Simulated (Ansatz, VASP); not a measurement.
**Two plane-wave programs on Si4O**

```xyz
5
Lattice="5.1307 0.0000 0.0000 0.0000 5.1307 0.0000 0.0000 0.0000 2.5766" Properties=species:S:1:pos:R:3 pbc="T T T"
Si    3.5016    4.3629    1.2883
Si    1.6291    0.7678    1.2883
Si    0.7678    3.5016    1.2883
Si    4.3629    1.6291    1.2883
O     2.5653    2.5653    0.0000
```

Alike in both runs: task relaxation of cell and atoms; functional PBE; k mesh 8 × 8 × 14; occupations gaussian, width 0.1 eV; no spin polarisation.

```csv
,VASP,Ansatz
version,VASP 6.6.1,Ansatz 0.2.0
potentials or method,"VASP PAW PBE potentials, release 64 (Si, O), cutoff 600 eV","scalar-relativistic, plane waves, PAW"
valence electrons in the cell,22,22
```

VASP gave:

```
gap on the k mesh at the Fermi level, each at its own relaxed structure (eV) : none
relaxed volume (Å³/atom)                                                     : 13.48
relaxed length of the cell vector where the two differ most in proportion (Å)              : 2.546
```

**Question.** Which values does Ansatz return?

**Answer.** gap on the k mesh at the Fermi level, each at its own relaxed structure (eV): none; relaxed volume (Å³/atom): 13.49; relaxed length of the cell vector where the two differ most in proportion (Å): 2.547.

A gap of «none» marks a metal or a gap that the smearing closes.
